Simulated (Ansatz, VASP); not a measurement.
# Two plane-wave programs on TiH

```xyz
4
Lattice="2.9463 0.0000 0.0000 0.0000 2.9463 0.0000 0.0000 0.0000 4.5587" Properties=species:S:1:pos:R:3 pbc="T T T"
Ti    1.4732    0.0000    2.2794
Ti    0.0000    1.4732    0.0000
H     0.0000    0.0000    1.1397
H     0.0000    0.0000    3.4191
```

Alike in both runs: functional r2SCAN; k mesh 12 × 12 × 8; occupations gaussian, width 0.1 eV; no spin polarisation.

Ansatz relaxed the structure, and its values are those at the end. VASP's run is a single point on that final structure, the one shown.

```csv
,VASP,Ansatz
version,VASP 6.6.1,Ansatz 0.2.0
potentials or method,"VASP PAW PBE potentials, release 64 (Ti_sv, H), cutoff 520 eV","scalar-relativistic, plane waves, PAW"
valence electrons in the cell,26,26
```

|  | VASP | Ansatz | Ansatz less VASP |
| --- | --- | --- | --- |
| gap on the k mesh at the Fermi level (eV) | none | none | - |
| pressure (GPa) | 0.4 | 0.0 | -0.40 |

VASP's potentials were made for PBE, not for r2SCAN. A gap of «none» marks a metal or a gap that the smearing closes.
